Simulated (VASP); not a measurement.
A run of VASP 6.6.1 is set up as follows.

Contents of INCAR:

```
SYSTEM = Li16H
PREC     = Accurate       ! precision mode
ENCUT    = 520            ! plane-wave cutoff, eV
EDIFF    = 1E-6           ! SCF threshold, eV
ISMEAR   = 0              ! smearing method
SIGMA    = 0.15           ! smearing width, eV
LREAL    = Auto         
LASPH    = .TRUE.         ! aspherical terms in the spheres
NELM     = 80             ! most SCF steps
ALGO     = Normal         ! electronic algorithm
ISIF     = 2              ! what is computed and relaxed
LWAVE    = .FALSE.        ! write WAVECAR
LCHARG   = .FALSE.        ! write CHGCAR
GGA      = PE             ! functional
NBANDS   = 38             ! bands
```

File KPOINTS:

```
regular mesh
0
G
  3 3 3
  0 0 0
```

File POSCAR:

```
Li16H
1.0
    6.9800000000      0.0000000000      0.0000000000
    0.0000000000      6.9800000000      0.0000000000
    0.0000000000      0.0000000000      6.9800000000
Li H
16 1
Direct
   -0.0152038682      0.0002898281     -0.0176866762
    0.5130661891      0.0003000000     -0.0176626074
   -0.0127348138      0.5001478510      0.0126743553
    0.0237177650     -0.0001785100      0.5018339542
    0.2501924069      0.2321780802      0.2465891117
    0.5118510029      0.5001822350      0.0120226361
    0.4743580229     -0.0000787966      0.5013520057
    0.7505200573      0.2428136103      0.2576154728
    0.0059760745      0.4996161891      0.4949627507
    0.2500958453      0.7691078797      0.2470217765
    0.2494975645      0.2667081662      0.7696404011
    0.4928918338      0.4996633238      0.4951722063
    0.7504759312      0.7579373926      0.2576078797
    0.7497783668      0.2570184814      0.7354217765
    0.2494803725      0.7345915473      0.7696169054
    0.7497475645      0.7433958453      0.7358618911
    0.2493786533      0.0005181948      0.3683502865
```

Potentials or basis: VASP PAW PBE potentials, release 64 (Li_sv, H).

Command:

```sh
$ cat potpaw_PBE.64/Li_sv/POTCAR potpaw_PBE.64/H/POTCAR > POTCAR
$ mpirun -np 1 vasp_std > vasp.out
```

Task: What does it give for the largest force?

Result: 0.016 eV/Å.

Task: Estimate the band gap on the k mesh.

Result: Zero (an odd number of electrons rules out a gap without spin polarisation).

Forces on the atoms (eV/Å):
```
Li   0.003  0.002  0.001
Li   0.013  0.001  0.003
Li   0.004  0.002 -0.006
Li   0.013  0.006 -0.005
Li  -0.009 -0.012  0.000
Li   0.003  0.002  0.002
Li   0.009  0.005  0.007
Li  -0.012 -0.001 -0.003
Li   0.004  0.008  0.001
Li  -0.008 -0.004 -0.006
Li  -0.003 -0.005 -0.004
Li   0.007  0.007  0.000
Li  -0.011 -0.005 -0.001
Li  -0.004  0.002  0.009
Li  -0.003 -0.002 -0.003
Li  -0.004 -0.007  0.004
H   -0.004  0.001  0.003
```
